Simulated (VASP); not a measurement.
# SrC2 (R-3m) in VASP: notebook, part 2 of 2

VASP 6.6.1. The steps go on from the part before.

**3. Single point, LDA (strain +0.040 along x and y, +0.040 along z)**

The input, INCAR:

```
SYSTEM = SrC2
  ALGO = Normal
  EDIFF = 1E-6
  ENCUT = 520
  GGA = CA
  ISIF = 2
  ISMEAR = 0
  LASPH = .TRUE.
  LCHARG = .FALSE.
  LREAL = .FALSE.
  LWAVE = .FALSE.
  NBANDS = 16
  NELM = 80
  PREC = Accurate
  SIGMA = 0.05
```

The input, KPOINTS:

```
k-points
0
G
  9 9 9
  0 0 0
```

The input, POSCAR:

```
SrC2
1.0
    2.6180186239      1.5115137573      2.3989288842
   -2.6180186239      1.5115137573      2.3989288842
    0.0000000000     -3.0230275145      2.3989288843
Sr C
1 2
Direct
    0.0000000000      0.0000000000      0.0000000000
    0.5915580000      0.5915580000      0.5915580000
    0.4084420000      0.4084420000      0.4084420000
```

Potentials or basis: VASP PAW LDA potentials, release 64 (Sr_sv, C).

Run with:

```
$ cat potpaw_LDA.64/Sr_sv/POTCAR potpaw_LDA.64/C/POTCAR > POTCAR
$ mpirun -np 1 vasp_std > vasp.out
```

OUTCAR:

```text
SYSTEM = SrC2
   EDIFF = 1E-6
   ENCUT = 520
   GGA = CA
   ISIF = 2
   ISMEAR = 0
   LASPH = .TRUE.
   LREAL = .FALSE.
   NELM = 80
   PREC = Accurate

 ion  position               nearest neighbor table
   1  0.000  0.000  0.000-   2 2.94   3 2.94   2 3.07   2 3.07   3 3.07   3 3.07   2 3.07   3 3.07
                             2 3.55   3 3.55   3 3.55   2 3.55   3 3.55   2 3.55
   2  0.592  0.592  0.592-   3 1.32   1 2.94   1 3.07   1 3.07   1 3.07   1 3.55   1 3.55   1 3.55

   3  0.408  0.408  0.408-   2 1.32   1 2.94   1 3.07   1 3.07   1 3.07   1 3.55   1 3.55   1 3.55

  LATTYP: Found a trigonal (rhomboedric) cell.
 ALAT       =     3.8592169083
 COS(alpha) =     0.0795990013

  Lattice vectors:

 A1 = (   2.6180186239,   1.5115137573,   2.3989288842)
 A2 = (  -2.6180186239,   1.5115137573,   2.3989288842)
 A3 = (   0.0000000000,  -3.0230275145,   2.3989288843)

Analysis of symmetry for initial positions (statically):
=====================================================================
 Subroutine PRICEL returns:
 Original cell was already a primitive cell.

 Routine SETGRP: Setting up the symmetry group for a
 trigonal (rhombohedral) supercell.

 Subroutine GETGRP returns: Found 12 space group operations
 (whereof 12 operations were pure point group operations)
 out of a pool of 12 trial point group operations.

The static configuration has the point symmetry D_3d.

Analysis of symmetry for dynamics (positions and initial velocities):
=====================================================================
 Subroutine PRICEL returns:
 Original cell was already a primitive cell.

 Routine SETGRP: Setting up the symmetry group for a
 trigonal (rhombohedral) supercell.

 Subroutine GETGRP returns: Found 12 space group operations
 (whereof 12 operations were pure point group operations)
 out of a pool of 12 trial point group operations.

[... 121 lines left out ...]
     AMIX     =   0.40;   BMIX     =  1.00
     AMIX_MAG =   1.60;   BMIX_MAG =  1.00
  volume/ion in A,a.u.               =      18.99       128.12
  Fermi-wavevector in a.u.,A,eV,Ry     =   1.115102  2.107237 16.918192  1.243452
  Thomas-Fermi vector in A             =   2.251703
   LORBIT       =      0    0 simple, 1 ext, 2 COOP (PROOUT), +10 PAW based schemes
   GGA     = CA    functional components
   LHFCALC =     F    Hartree Fock is set to
   AEXX    =    0.0000 exact exchange contribution
   IVDW    =     0    specifies the selected vdW correction
   LEPSILON=     F    determine dielectric tensor
   LRPA    =     F    only Hartree local field effects (RPA)
 non-spin polarized calculation
 Gauss-broadening in eV      SIGMA  =   0.05
  energy-cutoff  :      520.00
  volume of cell :       56.96
 maximum number of plane-waves:      1551
 NGX is ok and might be reduce to    30
   NGX = 15   NGY = 15   NGZ = 15

 number of electron      18.0000000 magnetization

 Free energy of the ion-electron system (eV)
  ---------------------------------------------------
  ext. energy  EPLUGINS =         0.00000000
  ---------------------------------------------------
  free energy    TOTEN  =       -21.06809023 eV

  energy without entropy =      -21.06809023  energy(sigma->0) =      -21.06809023

 E-fermi :   1.3494     XC(G=0):  -9.5050

 val. band max:        1.0930822313   @ k =  -0.3333   0.4444   0.3333
 cond. band min:       2.8983164719   @ k =   0.0000   0.0000   0.0000
 fundamental gap:      1.8052342406
 Fermi energy:         1.3494348094

 k-point     1 :       0.0000    0.0000    0.0000
  band No.  band energies     occupation
      1     -33.0127      2.00000
      2     -14.9974      2.00000
      3     -14.9974      2.00000
      4     -14.9170      2.00000
      5     -11.0108      2.00000
      6      -1.4119      2.00000
[... 433 lines left out ...]
      3     -15.2256      2.00000
      4     -14.9115      2.00000
      5     -10.6407      2.00000
      6      -2.7274      2.00000
[... 8 lines left out ...]
     15       9.1899      0.00000
     16       9.8796      0.00000

 [... further k-points ...]

------------------------ aborting loop because EDIFF is reached ----------------------------------------

  FORCE on cell =-STRESS in cart. coord.  units (eV):
  Direction    XX          YY          ZZ          XY          YZ          ZX
  --------------------------------------------------------------------------------------
  -------------------------------------------------------------------------------------
  Total       -2.8441093     -2.8441093     -7.8607287      0.0000000     -0.0000000     -0.0000000
  in kB      -80.0024710    -80.0024710   -221.1158773      0.0000000     -0.0000000     -0.0000000
  external PRESSURE =    -127.0402731 kB  Pullay stress =       0.0000000 kB

 VOLUME and BASIS-vectors are now :
 -----------------------------------------------------------------------------
  energy-cutoff  :      520.00
  volume of cell :       56.96
      direct lattice vectors                 reciprocal lattice vectors
     2.618018624  1.511513757  2.398928884     0.190984126  0.110264737  0.138950902
    -2.618018624  1.511513757  2.398928884    -0.190984126  0.110264737  0.138950902
     0.000000000 -3.023027514  2.398928884     0.000000000 -0.220529474  0.138950902

 POSITION                                       TOTAL-FORCE (eV/Angst)
 -----------------------------------------------------------------------------------
      0.00000      0.00000      0.00000         0.000000      0.000000     -0.000000
      0.00000      0.00000      4.25732        -0.000000     -0.000000     -3.229151
      0.00000      0.00000      2.93947        -0.000000      0.000000      3.229151
 -----------------------------------------------------------------------------------
    total drift:                               -0.000000      0.000000     -0.000000

  FREE ENERGIE OF THE ION-ELECTRON SYSTEM (eV)
  ---------------------------------------------------
  free  energy   TOTEN  =       -21.0680902345 eV

  energy  without entropy=      -21.0680902345  energy(sigma->0) =      -21.06809023
```

It took 1.8 min on 1 thread of AMD EPYC 7R13, shared host; peak memory 0.17 GiB.

Results:

* Free energy: -21.0681 eV
* Pressure: -12.7 GPa
* Largest force: 3.229 eV/Å
* Band gap on the k mesh: 1.81 eV (least direct gap 2.42 eV)

Forces in eV/Å, atoms in the order of the input:
```
Sr   0.000  0.000  0.000
C    0.000  0.000 -3.229
C    0.000  0.000  3.229
```

Caveat: the cell differs from its parent crystal (strain +0.040 along x and y, +0.040 along z); the cell stands under tension; an odd mesh through Γ misses points on the zone boundary, where band edges can lie; forces of over 1 eV/Å act on the atoms, so gaps and moduli don't describe the material at rest.

**4. Single point, LDA (strain +0.040 along x and y, +0.080 along z)**

The input, INCAR:

```
SYSTEM = SrC2
  PREC = Accurate
  ENCUT = 520
  EDIFF = 1E-6
  ISMEAR = 0
  SIGMA = 0.05
  LREAL = .FALSE.
  LASPH = .TRUE.
  NELM = 60
  ALGO = Normal
  ISIF = 2
  LWAVE = .FALSE.
  LCHARG = .FALSE.
  NBANDS = 16
```

The input, KPOINTS:

```
Automatic mesh
0
G
  9 9 9
  0 0 0
```

The input, POSCAR:

```
SrC2
1.0
    2.6180186239      1.5115137573      2.4911953798
   -2.6180186239      1.5115137573      2.4911953798
    0.0000000000     -3.0230275145      2.4911953798
Sr C
1 2
Direct
    0.0000000000      0.0000000000      0.0000000000
    0.5915580000      0.5915580000      0.5915580000
    0.4084420000      0.4084420000      0.4084420000
```

Potentials or basis: VASP PAW LDA potentials, release 64 (Sr_sv, C).

Run with:

```
$ cat potpaw_LDA.64/Sr_sv/POTCAR potpaw_LDA.64/C/POTCAR > POTCAR
$ mpirun -np 1 vasp_std > vasp.out
```

OUTCAR:

```text
SYSTEM = SrC2
   PREC = Accurate
   ENCUT = 520
   EDIFF = 1E-6
   ISMEAR = 0
   LREAL = .FALSE.
   LASPH = .TRUE.
   NELM = 60
   ISIF = 2

 ion  position               nearest neighbor table
   1  0.000  0.000  0.000-   2 3.05   3 3.05   2 3.07   2 3.07   3 3.07   3 3.07   2 3.07   3 3.07
                             2 3.59   3 3.59   2 3.59   3 3.59   2 3.59   3 3.59
   2  0.592  0.592  0.592-   3 1.37   1 3.05   1 3.07   1 3.07   1 3.07   1 3.59   1 3.59   1 3.59

   3  0.408  0.408  0.408-   2 1.37   1 3.05   1 3.07   1 3.07   1 3.07   1 3.59   1 3.59   1 3.59

  LATTYP: Found a trigonal (rhomboedric) cell.
 ALAT       =     3.9172375182
 COS(alpha) =     0.1066623287

  Lattice vectors:

 A1 = (   2.6180186239,   1.5115137573,   2.4911953798)
 A2 = (  -2.6180186239,   1.5115137573,   2.4911953798)
 A3 = (   0.0000000000,  -3.0230275145,   2.4911953798)

Analysis of symmetry for initial positions (statically):
=====================================================================
 Subroutine PRICEL returns:
 Original cell was already a primitive cell.

 Routine SETGRP: Setting up the symmetry group for a
 trigonal (rhombohedral) supercell.
[... 173 lines left out ...]
 cond. band min:       2.7127495281   @ k =   0.0000   0.0000   0.0000
 fundamental gap:      1.7468761183
 Fermi energy:         1.3024712313

 k-point     1 :       0.0000    0.0000    0.0000
  band No.  band energies     occupation
      1     -33.3063      2.00000
      2     -15.2854      2.00000
      3     -15.2854      2.00000
      4     -15.2328      2.00000
      5     -10.8830      2.00000
      6      -1.7626      2.00000
[... 433 lines left out ...]
      3     -15.4753      2.00000
      4     -15.2227      2.00000
      5     -10.5111      2.00000
      6      -3.0416      2.00000
[... 8 lines left out ...]
     15       8.5927      0.00000
     16       9.4029      0.00000

 [... further k-points ...]

------------------------ aborting loop because EDIFF is reached ----------------------------------------

  FORCE on cell =-STRESS in cart. coord.  units (eV):
  Direction    XX          YY          ZZ          XY          YZ          ZX
  --------------------------------------------------------------------------------------
  -------------------------------------------------------------------------------------
  Total       -3.1686804     -3.1686804    -11.6299336      0.0000000     -0.0000000      0.0000000
  in kB      -85.8311916    -85.8311916   -315.0242167      0.0000000     -0.0000000      0.0000000
  external PRESSURE =    -162.2288666 kB  Pullay stress =       0.0000000 kB

 VOLUME and BASIS-vectors are now :
 -----------------------------------------------------------------------------
  energy-cutoff  :      520.00
  volume of cell :       59.15
      direct lattice vectors                 reciprocal lattice vectors
     2.618018624  1.511513757  2.491195380     0.190984126  0.110264737  0.133804573
    -2.618018624  1.511513757  2.491195380    -0.190984126  0.110264737  0.133804573
     0.000000000 -3.023027514  2.491195380     0.000000000 -0.220529474  0.133804573

 POSITION                                       TOTAL-FORCE (eV/Angst)
 -----------------------------------------------------------------------------------
      0.00000      0.00000      0.00000        -0.000000      0.000000      0.000000
      0.00000      0.00000      4.42106         0.000000     -0.000000     -5.338284
      0.00000      0.00000      3.05253         0.000000      0.000000      5.338284
 -----------------------------------------------------------------------------------
    total drift:                               -0.000000      0.000000     -0.000000

  FREE ENERGIE OF THE ION-ELECTRON SYSTEM (eV)
  ---------------------------------------------------
  free  energy   TOTEN  =       -20.6973623835 eV

  energy  without entropy=      -20.6973623835  energy(sigma->0) =      -20.69736238
```

OSZICAR:

```text
N       E                     dE             d eps       ncg     rms          rms(c)
DAV:   1     0.617833755681E+02    0.61783E+02   -0.87525E+03  2720   0.103E+03
DAV:   2    -0.190698126643E+02   -0.80853E+02   -0.77156E+02  3760   0.202E+02
DAV:   3    -0.228046603096E+02   -0.37348E+01   -0.37240E+01  3848   0.393E+01
DAV:   4    -0.228968561411E+02   -0.92196E-01   -0.92177E-01  3976   0.558E+00
DAV:   5    -0.228978702355E+02   -0.10141E-02   -0.10141E-02  3624   0.548E-01    0.104E+01
DAV:   6    -0.208510658887E+02    0.20468E+01   -0.36418E+00  3568   0.114E+01    0.813E+00
DAV:   7    -0.207116039315E+02    0.13946E+00   -0.10917E+00  3800   0.549E+00    0.546E+00
DAV:   8    -0.207182652032E+02   -0.66613E-02   -0.28642E-01  3392   0.262E+00    0.127E+00
DAV:   9    -0.206970915503E+02    0.21174E-01   -0.92320E-02  3568   0.130E+00    0.448E-01
DAV:  10    -0.206975180207E+02   -0.42647E-03   -0.48665E-03  3200   0.340E-01    0.187E-01
DAV:  11    -0.206973933980E+02    0.12462E-03   -0.15746E-03  3552   0.207E-01    0.506E-02
DAV:  12    -0.206973617320E+02    0.31666E-04   -0.21955E-04  3600   0.821E-02    0.468E-02
DAV:  13    -0.206973623835E+02   -0.65143E-06   -0.51353E-06  3112   0.138E-02
   1 F= -.20697362E+02 E0= -.20697362E+02  d E =-.533980E-23
```

stdout:

```text
POSCAR found type information on POSCAR SrC
 POSCAR found :  2 types and       3 ions
 scaLAPACK will be used
 LDA part: xc-table for (Slater(with rela. corr.)+CA(PZ))
 , standard interpolation
 POSCAR, INCAR and KPOINTS ok, starting setup
 FFT: planning ... GRIDC
 FFT: planning ... GRID_SOFT
 FFT: planning ... GRID
 WAVECAR not read
 entering main loop
```

Wall time 93 s (1 thread of AMD EPYC 7R13, shared host); peak memory 0.17 GiB.

What came out:

- Free energy: -20.6974 eV
- Pressure: -16.2 GPa
- Largest force: 5.338 eV/Å
- Band gap on the k mesh: 1.75 eV (least direct gap 2.26 eV)

Forces on the atoms (eV/Å):
```
Sr   0.000  0.000  0.000
C    0.000  0.000 -5.338
C    0.000  0.000  5.338
```

Stress tensor (GPa, compression positive):
```
 -8.58   0.00   0.00
  0.00  -8.58   0.00
  0.00   0.00 -31.50
```

Caveat: the cell differs from its parent crystal (strain +0.040 along x and y, +0.080 along z); the cell stands under tension; an odd mesh through Γ misses points on the zone boundary, where band edges can lie; forces of over 1 eV/Å act on the atoms, so gaps and moduli don't describe the material at rest.

**5. Single point, LDA (strain +0.080 along x and y, +0.040 along z)**

The input, INCAR:

```
  ALGO = Normal
  EDIFF = 1E-6
  ENCUT = 520
  ISIF = 2
  ISMEAR = 0
  LASPH = True
  LCHARG = False
  LREAL = False
  LWAVE = False
  NBANDS = 16
  NELM = 60
  PREC = Accurate
  SIGMA = 0.05
```

The input, KPOINTS:

```
k-points
0
Gamma
  9 9 9
```

The input, POSCAR:

```
SrC2
1.0
    2.7187116479      1.5696489018      2.3989288842
   -2.7187116479      1.5696489018      2.3989288842
    0.0000000000     -3.1392978035      2.3989288843
Sr C
1 2
Direct
    0.0000000000      0.0000000000      0.0000000000
    0.5915580000      0.5915580000      0.5915580000
    0.4084420000      0.4084420000      0.4084420000
```

Run with:

```
$ cat potpaw_LDA.64/Sr_sv/POTCAR potpaw_LDA.64/C/POTCAR > POTCAR
$ mpirun -np 1 vasp_std > vasp.out
```

It took 1.8 min on 1 thread of AMD EPYC 7R13, shared host; peak memory 0.18 GiB.

The run converged. Its results:

| Property | Result |
| --- | --- |
| Free energy | -20.8280 eV |
| Pressure | -13.5 GPa |
| Largest force | 3.126 eV/Å |
| Band gap on the k mesh | 1.97 eV (least direct gap 2.53 eV) |

Forces on the atoms (eV/Å):
```
Sr   0.000  0.000  0.000
C    0.000  0.000 -3.126
C    0.000  0.000  3.126
```

Stress tensor (GPa, compression positive):
```
 -9.11   0.00   0.00
  0.00  -9.11   0.00
  0.00   0.00 -22.15
```

Levels at points of the mesh, in eV from the valence-band top:
```csv
k point,band 5,band 6,band 7,band 8,band 9,band 10,band 11,band 12,band 13,band 14
"(0.00, 0.00, 0.00)",-11.89,-2.52,-2.19,-0.56,-0.56,1.97,1.97,5.44,5.87,5.87
```

Caveat: the cell differs from its parent crystal (strain +0.080 along x and y, +0.040 along z); the cell stands under tension; an odd mesh through Γ misses points on the zone boundary, where band edges can lie; forces of over 1 eV/Å act on the atoms, so gaps and moduli don't describe the material at rest.

**6. Single point, LDA (strain +0.080 along x and y, +0.080 along z)**

The input, INCAR:

```
SYSTEM = SrC2
ALGO     = Normal         ! electronic algorithm
EDIFF    = 1E-7           ! SCF threshold, eV
ENCUT    = 520            ! plane-wave cutoff, eV
GGA      = CA             ! functional
ISIF     = 2              ! what is computed and relaxed
ISMEAR   = 0              ! smearing method
LASPH    = .True.         ! aspherical terms in the spheres
LCHARG   = .False.        ! write CHGCAR
LREAL    = .False.        ! projectors in reciprocal space
LWAVE    = .False.        ! write WAVECAR
NBANDS   = 16             ! bands
NELM     = 100            ! most SCF steps
PREC     = Accurate       ! precision mode
SIGMA    = 0.05           ! smearing width, eV
```

The input, KPOINTS:

```
k-points
0
Gamma
  9 9 9
  0 0 0
```

The input, POSCAR:

```
SrC2
1.0
    2.7187116479      1.5696489018      2.4911953798
   -2.7187116479      1.5696489018      2.4911953798
    0.0000000000     -3.1392978035      2.4911953798
Sr C
1 2
Direct
    0.0000000000      0.0000000000      0.0000000000
    0.5915580000      0.5915580000      0.5915580000
    0.4084420000      0.4084420000      0.4084420000
```

Potentials or basis: VASP PAW LDA potentials, release 64 (Sr_sv, C).

Run with:

```
$ cat potpaw_LDA.64/Sr_sv/POTCAR potpaw_LDA.64/C/POTCAR > POTCAR
$ mpirun -np 1 vasp_std > vasp.out
```

Run time: 1.9 min. Hardware: 1 thread of AMD EPYC 7R13, shared host; peak memory 0.18 GiB.

It converged, with:

- Free energy: -20.4331 eV
- Pressure: -16.7 GPa
- Largest force: 5.241 eV/Å
- Band gap on the k mesh: 1.90 eV (least direct gap 2.37 eV)

Forces on the atoms (eV/Å):
```
Sr   0.000  0.000  0.000
C    0.000  0.000 -5.241
C    0.000  0.000  5.241
```

Stress tensor (GPa, compression positive):
```
 -9.57   0.00   0.00
  0.00  -9.57   0.00
  0.00   0.00 -30.84
```

Levels at points of the mesh, in eV from the valence-band top:
```tsv
k point	band 6	band 7	band 8	band 9	band 10	band 11	band 12	band 13
(0.00, 0.00, 0.00)	-2.75	-2.11	-0.46	-0.46	1.90	1.90	5.39	5.39
```

Caveat: the cell differs from its parent crystal (strain +0.080 along x and y, +0.080 along z); the cell stands under tension; an odd mesh through Γ misses points on the zone boundary, where band edges can lie; forces of over 1 eV/Å act on the atoms, so gaps and moduli don't describe the material at rest.

**7. Summary**

```csv
cell,gap on the mesh (eV),pressure (GPa),largest force (eV/Å)
"a = 3.842 Å, angles 90.1°, 3 atoms",1.95,-1.9,3.77
"a = 3.859 Å, angles 85.4°, 3 atoms",1.81,-12.7,3.23
"a = 3.917 Å, angles 83.9°, 3 atoms",1.75,-16.2,5.34
"a = 3.951 Å, angles 87.0°, 3 atoms",1.97,-13.5,3.13
"a = 4.008 Å, angles 85.4°, 3 atoms",1.90,-16.7,5.24
```

Alike in all rows: task single point; level LDA; potentials or basis VASP PAW LDA potentials, release 64 (Sr_sv, C); no spin polarisation; k mesh 9 × 9 × 9; cutoff (eV) 520; smearing gaussian 0.05 eV.

Caveats: an odd mesh through Γ misses points on the zone boundary, where band edges can lie; forces of over 1 eV/Å act on the atoms, so gaps and moduli don't describe the material at rest; the cell stands under tension (at least some runs).

Total energies depend on the potentials used, so only differences within one code and one set of settings carry meaning.
